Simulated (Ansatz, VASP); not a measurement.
Two plane-wave programs on Ge

The input INCAR:

```
SYSTEM = Ge
ALGO = Normal
EDIFF = 1E-7
EDIFFG = -0.01
ENCUT = 600
GGA = PE
IBRION = 2
ISIF = 3
ISMEAR = 0
LASPH = .True.
LCHARG = .False.
LREAL = .False.
LWAVE = .False.
NELM = 80
NSW = 100
PREC = Accurate
SIGMA = 0.1
```

The input KPOINTS:

```
k-points
0
Gamma
  12 12 12
  0 0 0
```

File POSCAR:

```
Ge
1.0
    4.4657186262      0.0000000000      0.0000000000
   -2.2328593131      3.8674257764      0.0000000000
    0.0000000000      0.0000000000      3.8066791610
Ge
3
Direct
    0.3333333333      0.6666666667      0.5000000000
    0.0000000000      0.0000000000      0.0000000000
    0.6666666667      0.3333333333      0.5000000000
```

Input for Ansatz:

```yaml
crystal:
  lattice:
    - [4.4657186262, 0.0, 0.0]
    - [-2.2328593131, 3.8674257764, 0.0]
    - [0.0, 0.0, 3.806679161]
  atoms:
    - { symbol: Ge, position: [0.3333333333, 0.6666666667, 0.5] }
    - { symbol: Ge, position: [0.0, 0.0, 0.0] }
    - { symbol: Ge, position: [0.6666666667, 0.3333333333, 0.5] }
basis:
  ecutwfc: 420
kpoints:
  mp_grid: { grid: [12, 12, 12] }
hamiltonian:
  xc: pbe
scf:
  occupations: { method: gaussian, width: 0.1 }
output:
  forces: true
  stress: true
  eigenvalues: true
relax:
  adjacent_minimum: "off"
  f_tol: 0.01
  max_steps: 80
  cell: { stress_tol: 0.05 }
```

Alike in both runs: task relaxation of cell and atoms; functional PBE; k mesh 12 × 12 × 12; occupations gaussian, width 0.1 eV; no spin polarisation.

|  | VASP | Ansatz |
| --- | --- | --- |
| version | VASP 6.6.1 | Ansatz 0.2.0 |
| potentials or method | VASP PAW PBE potentials, release 64 (Ge_d), cutoff 600 eV | scalar-relativistic, plane waves, PAW |
| valence electrons in the cell | 42 | 42 |

|  | VASP | Ansatz | Ansatz less VASP |
| --- | --- | --- | --- |
| gap on the k mesh at the Fermi level, each at its own relaxed structure (eV) | none | none | - |
| relaxed volume (Å³/atom) | 19.34 | 19.33 | -0.008 |
| relaxed length of the cell vector where the two differ most in proportion (Å) | 2.841 | 2.837 | -0.0049 |

A gap of «none» marks a metal or a gap that the smearing closes.
